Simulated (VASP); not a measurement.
## TaIn2: relaxation of cell and atoms with PBE

TaIn2:

```
Ta In
1.0
     5.01689    0.00000    0.00000
    -2.50845    4.34476    0.00000
     0.00000    0.00000    2.88570
Ta In
1 2
Direct
  0.00000 0.00000 0.00000
  0.33333 0.66667 0.50000
  0.66667 0.33333 0.50000
```

| Item | Value |
| --- | --- |
| Program | VASP 6.6.1 |
| Task | relaxation of cell and atoms |
| Functional | PBE |
| Potentials or basis | VASP PAW PBE potentials, release 64 (Ta_pv, In_d) |
| Cutoff | 600 eV |
| k mesh | 12 × 12 × 16 |
| Occupations | gaussian, width 0.1 eV |
| Spin | no spin polarisation |
| Dipole correction | no |
| Further INCAR settings | ALGO = Fast; EDIFF = 1e-06; IBRION = 2; EDIFFG = -0.01; NSW = 100; ISIF = 3 |

```yaml
Relaxed_volume: 20.96 Å³/atom
Relaxed_cell: a = 5.019 Å, b = 5.019 Å, c = 2.881 Å, α = 90.00°, β = 90.00°, γ = 120.00°
Space_group_after_relaxing_to_0.1_Å: P6/mmm (No. 191)
Energy_gained_by_relaxing: 0.0 meV/atom
Ionic_steps: 3
Pressure_after_relaxing: 0.0 GPa
Band_gap_on_the_k_mesh: zero (an odd number of electrons rules out a gap without spin polarisation)
```

The path:
```tsv
step	energy change (eV)	largest force (eV/Å)	pressure (GPa)	volume (Å³)
1	0.0000	0.0000	-0.03	62.90
2	-0.0001	0.0000	0.05	62.86
3	-0.0001	0.0000	0.05	62.87
```

Final structure:
```cif
data_structure
_symmetry_space_group_name_H-M 'P 1'
_symmetry_Int_Tables_number 1
_cell_length_a 5.0193
_cell_length_b 5.0193
_cell_length_c 2.8814
_cell_angle_alpha 90.000
_cell_angle_beta 90.000
_cell_angle_gamma 120.000
_cell_volume 62.87
loop_
_atom_site_label
_atom_site_type_symbol
_atom_site_fract_x
_atom_site_fract_y
_atom_site_fract_z
_atom_site_occupancy
Ta1 Ta 0.00000 0.00000 0.00000 1
In1 In 0.33333 0.66667 0.50000 1
In2 In 0.66667 0.33333 0.50000 1
```

Levels at points of the mesh, in eV from the Fermi level:
| k point | band 16 | band 17 | band 18 | band 19 | band 20 | band 21 |
| --- | --- | --- | --- | --- | --- | --- |
| (0.00, 0.00, 0.00) | -3.26 | -2.43 | -2.43 | 0.72 | 0.72 | 3.15 |
| (0.50, 0.00, 0.00) | -3.51 | -3.04 | -1.04 | -0.43 | 2.82 | 2.88 |
| (0.00, 0.00, 0.50) | -1.65 | -1.65 | 0.53 | 0.53 | 1.31 | 1.83 |
| (0.50, 0.00, 0.50) | -2.71 | -2.66 | -2.56 | 0.44 | 1.07 | 1.95 |

It took 6.2 min on 1 thread of Intel(R) Xeon(R) Platinum 8488C (Sapphire Rapids), on a shared host, peak memory 0.42 GiB.

Caveat: spin-orbit coupling is left out, which moves the levels of the heavy elements.
